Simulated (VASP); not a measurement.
# PbS in VASP: further runs

The runs below take PbS through single point, with PBE, r2SCAN.

Program: VASP 6.6.1. These are calculated values, not measurements. Logs are shortened: lines on timing, memory, paths and dates and some standing lists are left out, and cuts for length are marked.

## (1) The cell of the first run

The cell holds a slab with vacuum, 4 atoms: a = 4.193 Å, b = 4.193 Å, c = 22.259 Å, α = 93.80°, β = 93.80°, γ = 90.00°.

## (2) Single point, PBE

The input, INCAR:

```
PREC = Accurate ; ENCUT = 520
EDIFF = 1E-6 ; ISMEAR = 0
SIGMA = 0.01 ; LREAL = False
LASPH = True ; NELM = 80
ALGO = Normal ; ISIF = 2
LWAVE = False ; LCHARG = False
GGA = PE ; NBANDS = 28
```

The input, KPOINTS:

```
Automatic mesh
0
Gamma
  6 6 2
```

The input, POSCAR:

```
PbS
1.0
    2.9646834780     -2.9646840511     -0.0000052674
    2.9646834780      2.9646840511     -0.0000052674
   -2.0856060530      0.0000000000     22.1612862910
Pb S
2 2
Direct
    0.7373195204      0.7171325380      0.9352364705
    0.2828674620      0.2626804796      0.0647635295
    0.2408129670      0.2203999494      0.9448777176
    0.7796000506      0.7591870330      0.0551222824
```

Potentials or basis: VASP PAW PBE potentials, release 64 (Pb_d, S).

Launch:

```sh
$ cat potpaw_PBE.64/Pb_d/POTCAR potpaw_PBE.64/S/POTCAR > POTCAR
$ mpirun -np 1 vasp_std > vasp.out
```

OUTCAR:

```text
PREC = Accurate
   ENCUT = 520
   EDIFF = 1E-6
   ISMEAR = 0
   LREAL = False
   LASPH = True
   NELM = 80
   ISIF = 2
   GGA = PE

 ion  position               nearest neighbor table
   1  0.737  0.717  0.935-   4 2.66   3 2.97   3 2.97   3 2.97   3 2.97   2 4.13   2 4.13   2 4.13
                             2 4.13
   2  0.283  0.263  0.065-   3 2.66   4 2.97   4 2.97   4 2.97   4 2.97   1 4.13   1 4.13   1 4.13
                             1 4.13
   3  0.241  0.220  0.945-   2 2.66   1 2.97   1 2.97   1 2.97   1 2.97
   4  0.780  0.759  0.055-   1 2.66   2 2.97   2 2.97   2 2.97   2 2.97

  LATTYP: Found a base centered monoclinic cell.
 ALAT       =     5.9293669560
 B/A-ratio  =     1.0000001933
 C/A-ratio  =     3.7540615477
 COS(beta)  =    -0.0936980948

  Lattice vectors:

 A1 = (   2.9646834780,  -2.9646840511,  -0.0000052674)
 A2 = (   2.9646834780,   2.9646840511,  -0.0000052674)
 A3 = (  -2.0856060530,   0.0000000000,  22.1612862910)

Analysis of symmetry for initial positions (statically):
=====================================================================
 Subroutine PRICEL returns:
 Original cell was already a primitive cell.

 Routine SETGRP: Setting up the symmetry group for a
 base centered monoclinic supercell.

 Subroutine GETGRP returns: Found  2 space group operations
 (whereof  2 operations were pure point group operations)
 out of a pool of  4 trial point group operations.

The static configuration has the point symmetry C_2 .

Analysis of symmetry for dynamics (positions and initial velocities):
=====================================================================
 Subroutine PRICEL returns:
 Original cell was already a primitive cell.

 Routine SETGRP: Setting up the symmetry group for a
 base centered monoclinic supercell.

 Subroutine GETGRP returns: Found  2 space group operations
 (whereof  2 operations were pure point group operations)
 out of a pool of  4 trial point group operations.

The dynamic configuration has the point symmetry C_2 .

 Subroutine INISYM returns: Found  2 space group operations
 (whereof  2 operations are pure point group operations),
 and found     1 'primitive' translations

----------------------------------------------------------------------------------------

                                     Primitive cell

  volume of cell :     389.5665

  direct lattice vectors                    reciprocal lattice vectors
     2.964683478 -2.964684051 -0.000005267     0.168652096 -0.168652036  0.015871905
[... 91 lines left out ...]
   LREAL  =      F    real-space projection
   EDIFFG = 0.1E-04   stopping-criterion for IOM
   NSW    =      0    number of steps for IOM
   IBRION =     -1    ionic relax: 0-MD 1-quasi-New 2-CG
   NFREE  =      0    steps in history (QN), initial steepest desc. (CG)
   ISIF   =      2    stress and relaxation
   ISYM   =      2    0-nonsym 1-usesym 2-fastsym
   POTIM  = 0.5000    time-step for ionic-motion
   TEBEG  =    0.0;   TEEND  =   0.0 temperature during run
   PSTRESS=    0.0 pullay stress
   NELECT =      40.0000    total number of electrons
   NUPDOWN=      -1.0000    fix difference up-down
   EMIN   =  10.00;   EMAX   =-10.00  energy-range for DOS
   EFERMI =   0.00;   METHOD = LEGACY
   ISMEAR =     0;   SIGMA  =   0.01  broadening in eV -4-tet -1-fermi 0-gaus
   EFERMI_NEDOS =   21; number of points for ismear=-14 and -15
   IALGO  =     38    algorithm
   IMIX   =      4    mixing-type and parameters
     AMIX     =   0.40;   BMIX     =  1.00
     AMIX_MAG =   1.60;   BMIX_MAG =  1.00
  volume/ion in A,a.u.               =      97.39       657.23
  Fermi-wavevector in a.u.,A,eV,Ry     =   0.766598  1.448660  7.995767  0.587672
  Thomas-Fermi vector in A             =   1.866972
   LORBIT       =      0    0 simple, 1 ext, 2 COOP (PROOUT), +10 PAW based schemes
   GGA     = PE    functional components
   LHFCALC =     F    Hartree Fock is set to
   AEXX    =    0.0000 exact exchange contribution
   IVDW    =     0    specifies the selected vdW correction
   LEPSILON=     F    determine dielectric tensor
   LRPA    =     F    only Hartree local field effects (RPA)
 non-spin polarized calculation
 Gauss-broadening in eV      SIGMA  =   0.01
  energy-cutoff  :      520.00
  volume of cell :      389.57
 maximum number of plane-waves:     10523
   NGX = 15   NGY = 15   NGZ = 83

 number of electron      39.9999994 magnetization

 Free energy of the ion-electron system (eV)
  ---------------------------------------------------
  ext. energy  EPLUGINS =         0.00000000
  ---------------------------------------------------
  free energy    TOTEN  =       -17.28329797 eV

  energy without entropy =      -17.28329797  energy(sigma->0) =      -17.28329797

 E-fermi :  -1.9203     XC(G=0):  -3.0839

 val. band max:       -2.0169067720   @ k =   0.3333   0.0000   0.5000
 cond. band min:      -0.0153280756   @ k =   0.0000   0.0000   0.5000
 fundamental gap:      2.0015786963
 Fermi energy:        -1.9203081482

 k-point     1 :       0.0000    0.0000    0.0000
  band No.  band energies     occupation
      1     -18.1716      2.00000
      2     -18.0627      2.00000
      3     -18.0460      2.00000
      4     -18.0413      2.00000
      5     -18.0196      2.00000
      6     -18.0134      2.00000
[... 733 lines left out ...]
     27       4.4301      0.00000
     28       4.4303      0.00000

 [... further k-points ...]

------------------------ aborting loop because EDIFF is reached ----------------------------------------

  FORCE on cell =-STRESS in cart. coord.  units (eV):
  Direction    XX          YY          ZZ          XY          YZ          ZX
  --------------------------------------------------------------------------------------
  -------------------------------------------------------------------------------------
  Total        1.0883951      1.0883922      0.9237130      0.0000000      0.0000000     -0.0000073
  in kB        4.4762624      4.4762503      3.7989712      0.0000000      0.0000000     -0.0000299
  external PRESSURE =       4.2504946 kB  Pullay stress =       0.0000000 kB

 VOLUME and BASIS-vectors are now :
 -----------------------------------------------------------------------------
  energy-cutoff  :      520.00
  volume of cell :      389.57
      direct lattice vectors                 reciprocal lattice vectors
     2.964683478 -2.964684051 -0.000005267     0.168652096 -0.168652036  0.015871905
     2.964683478  2.964684051 -0.000005267     0.168652096  0.168652036  0.015871905
    -2.085606053  0.000000000 22.161286291     0.000000080  0.000000000  0.045123742

 POSITION                                       TOTAL-FORCE (eV/Angst)
 -----------------------------------------------------------------------------------
      2.36146     -0.05985     20.72604         0.000167     -0.000427     -0.157552
      1.48231     -0.05985      1.43524        -0.000167     -0.000427      0.157552
     -0.60329     -0.06052     20.93970        -0.000053      0.000427     -0.211010
      4.44705     -0.06052      1.22157         0.000053      0.000427      0.211010
 -----------------------------------------------------------------------------------
    total drift:                               -0.000000     -0.000834      0.000000

  FREE ENERGIE OF THE ION-ELECTRON SYSTEM (eV)
  ---------------------------------------------------
  free  energy   TOTEN  =       -17.2832979664 eV

  energy  without entropy=      -17.2832979664  energy(sigma->0) =      -17.28329797
```

OSZICAR:

```text
N       E                     dE             d eps       ncg     rms          rms(c)
DAV:   1     0.379044215085E+03    0.37904E+03   -0.15861E+04  1544   0.112E+03
DAV:   2     0.289963367386E+02   -0.35005E+03   -0.34322E+03  1768   0.310E+02
DAV:   3    -0.168152795589E+02   -0.45812E+02   -0.45089E+02  1984   0.135E+02
[... 15 lines left out ...]
DAV:  19    -0.172832843367E+02   -0.13300E-04   -0.50284E-07  1396   0.347E-03    0.468E-04
DAV:  20    -0.172832938064E+02   -0.94697E-05   -0.56653E-07  1300   0.192E-03    0.751E-04
DAV:  21    -0.172832957137E+02   -0.19073E-05   -0.68359E-08  1348   0.101E-03    0.148E-04
DAV:  22    -0.172832971859E+02   -0.14722E-05   -0.48322E-08  1272   0.695E-04    0.467E-04
DAV:  23    -0.172832979664E+02   -0.78054E-06   -0.14065E-08  1336   0.514E-04
   1 F= -.17283298E+02 E0= -.17283298E+02  d E =-.186868E-43
```

stdout:

```text
POSCAR found type information on POSCAR PbS
 POSCAR found :  2 types and       4 ions
 scaLAPACK will be used
 LDA part: xc-table for (Slater+PW92), standard interpolation
 POSCAR, INCAR and KPOINTS ok, starting setup
 FFT: planning ... GRIDC
 FFT: planning ... GRID_SOFT
 FFT: planning ... GRID
 WAVECAR not read
 entering main loop
```

Wall time 3.9 min (1 thread of AMD EPYC 9R45 (Zen 5), shared host); peak memory 0.53 GiB.

Results:

```yaml
Free_energy: -17.2833 eV
Largest_force: 0.211 eV/Å
Band_gap_on_the_k_mesh: 2.00 eV (least direct gap 2.07 eV)
```

Forces on the atoms (eV/Å):
```
Pb   0.000  0.000 -0.158
Pb   0.000  0.000  0.158
S    0.000  0.000 -0.211
S    0.000  0.000  0.211
```

Levels at points of the mesh, in eV from the valence-band top:
| k point | band 17 | band 18 | band 19 | band 20 | band 21 | band 22 | band 23 | band 24 |
| --- | --- | --- | --- | --- | --- | --- | --- | --- |
| (0.00, 0.00, 0.00) | -2.45 | -1.30 | -1.30 | -0.07 | 2.00 | 3.95 | 4.76 | 4.83 |
| (0.50, 0.00, 0.00) | -0.97 | -0.97 | -0.09 | -0.09 | 2.15 | 2.15 | 3.17 | 3.17 |
| (0.50, 0.50, 0.00) | -2.69 | -2.69 | -1.35 | -1.35 | 4.29 | 4.29 | 5.19 | 5.19 |
| (0.00, 0.00, 0.50) | -2.45 | -1.30 | -1.30 | -0.07 | 2.00 | 3.97 | 4.55 | 5.01 |
| (0.50, 0.00, 0.50) | -0.97 | -0.97 | -0.09 | -0.09 | 2.15 | 2.15 | 3.17 | 3.17 |
| (0.50, 0.50, 0.50) | -2.69 | -2.69 | -1.35 | -1.35 | 4.29 | 4.29 | 5.19 | 5.19 |

Caveat: there is no dipole correction, which matters where the two faces differ; spin-orbit coupling is left out, which moves the levels of the heavy elements.

## (3) Single point, r2SCAN

POSCAR is that of step 2.

The input, INCAR.step1:

```
PREC = Accurate
ENCUT = 520
ISMEAR = 0
SIGMA = 0.01
LREAL = F
LASPH = T
NELM = 100
NBANDS = 28
GGA = PE
ALGO = Normal
EDIFF = 1E-4
LWAVE = T
LCHARG = F
```

The input, INCAR.step2:

```
PREC = Accurate
ENCUT = 520
EDIFF = 1E-6
ISMEAR = 0
SIGMA = 0.01
LREAL = F
LASPH = T
NELM = 100
ALGO = Normal
ISIF = 2
LWAVE = F
LCHARG = T
METAGGA = R2SCAN
LMIXTAU = T
LELF = T
LVHAR = T
NBANDS = 28
ISTART = 1
```

KPOINTS is that of step 2.

Potentials or basis: VASP PAW PBE potentials, release 64 (Pb_d, S).

Launch:

```sh
$ cat potpaw_PBE.64/Pb_d/POTCAR potpaw_PBE.64/S/POTCAR > POTCAR
$ cp INCAR.step1 INCAR
$ mpirun -np 1 vasp_std > vasp.out
$ cp INCAR.step2 INCAR
$ mpirun -np 1 vasp_std > vasp.out
```

Run time: 16 min. Hardware: 1 thread of AMD EPYC 9R45 (Zen 5), shared host; peak memory 0.57 GiB.

The run converged. Its results:

```yaml
Free_energy: -130.9121 eV
Largest_force: 0.047 eV/Å
Band_gap_on_the_k_mesh: 2.33 eV (least direct gap 2.42 eV)
```

Forces on the atoms (eV/Å):
```
Pb   0.000  0.000 -0.047
Pb   0.000  0.000  0.047
S    0.000  0.000 -0.029
S    0.000  0.000  0.029
```

Levels at points of the mesh, in eV from the valence-band top:
| k point | band 17 | band 18 | band 19 | band 20 | band 21 | band 22 | band 23 | band 24 |
| --- | --- | --- | --- | --- | --- | --- | --- | --- |
| (0.00, 0.00, 0.00) | -2.56 | -1.38 | -1.38 | -0.10 | 2.33 | 4.47 | 5.07 | 5.21 |
| (0.50, 0.00, 0.00) | -1.05 | -1.05 | -0.07 | -0.07 | 2.50 | 2.50 | 3.49 | 3.49 |
| (0.50, 0.50, 0.00) | -2.77 | -2.77 | -1.44 | -1.44 | 4.65 | 4.65 | 5.61 | 5.61 |
| (0.00, 0.00, 0.50) | -2.56 | -1.38 | -1.38 | -0.10 | 2.33 | 4.51 | 4.85 | 5.41 |
| (0.50, 0.00, 0.50) | -1.05 | -1.05 | -0.07 | -0.07 | 2.50 | 2.50 | 3.49 | 3.49 |
| (0.50, 0.50, 0.50) | -2.77 | -2.77 | -1.44 | -1.44 | 4.65 | 4.65 | 5.61 | 5.61 |

Caveat: there is no dipole correction, which matters where the two faces differ; the PAW data sets were made with another functional, which shifts forces and pressure a little; spin-orbit coupling is left out, which moves the levels of the heavy elements.
